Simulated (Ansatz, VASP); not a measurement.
## One calculation of AlAu, two programs

```xyz
2
Lattice="3.2239 0.0000 0.0000 0.0000 3.2239 0.0000 0.0000 0.0000 3.2239" Properties=species:S:1:pos:R:3 pbc="T T T"
Al    0.0000    0.0000    0.0000
Au    1.6120    1.6120    1.6120
```

Change from the starting cell: volume scaled by 1, PAW files.

Alike in both runs: task electric field gradients; functional LDA; k mesh 11 × 11 × 11; occupations fermi-dirac, width 0.05 eV; no spin polarisation.

|  | VASP | Ansatz |
| --- | --- | --- |
| version | VASP 6.6.1 | Ansatz 0.2.0 |
| potentials or method | VASP PAW LDA potentials, release 64 (Al, Au) | PAW with Ansatz's default frozen-core files, scalar-relativistic |
| plane-wave cutoff (eV) | 520 | 420 |
| valence electrons in the cell | 14 | 22 |

Ansatz gave:

* pressure (GPa): -7.7

Q: Which values does VASP return?

A: Pressure (GPa): -7.5.

LDA's correlation is that of Perdew and Zunger in VASP and of Perdew and Wang (1992) in Ansatz. VASP's potentials hold 14 valence electrons a cell and Ansatz's 22, so a difference there can come from the potentials and not from the codes.

Neither program's run includes spin-orbit coupling.
